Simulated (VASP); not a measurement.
## Mo: single point with r2SCAN

Mo:

```
Mo
1.0
    -1.57642    1.57642    1.57642
     1.57642   -1.57642    1.57642
     1.57642    1.57642   -1.57642
Mo
1
Cartesian
  0.0000 0.0000 0.0000
```

```json
{"Program": "VASP 6.6.1", "Task": "single point", "Functional": "r2SCAN", "Potentials or basis": "VASP PAW PBE potentials, release 64 (Mo_sv)", "Cutoff": "520 eV", "k mesh": "14 × 14 × 14", "Occupations": "methfessel-paxton, width 0.2 eV", "Spin": "no spin polarisation"}
```

- Pressure: 1.3 GPa
- Band gap on the k mesh: zero (band 7 reaches 16.62 eV, above the bottom of band 8 at 11.08 eV)

Levels at points of the mesh, in eV from the Fermi level:
```tsv
k point	band 4	band 5	band 6	band 7	band 8	band 9	band 10	band 11
(0.00, 0.00, 0.00)	-35.77	-7.70	-1.47	-1.47	-1.47	1.85	1.85	15.44
(0.50, 0.00, 0.00)	-35.78	-5.63	-3.63	1.52	1.82	2.52	4.85	12.15
(0.50, 0.50, 0.50)	-36.79	-5.68	-5.68	4.07	4.07	4.07	9.41	9.41
```

It took 2.3 min on 1 thread of AMD EPYC 7R13, with other jobs on the host, peak memory 0.11 GiB.

Caveat: the PAW data sets were made with another functional, which shifts forces and pressure a little.
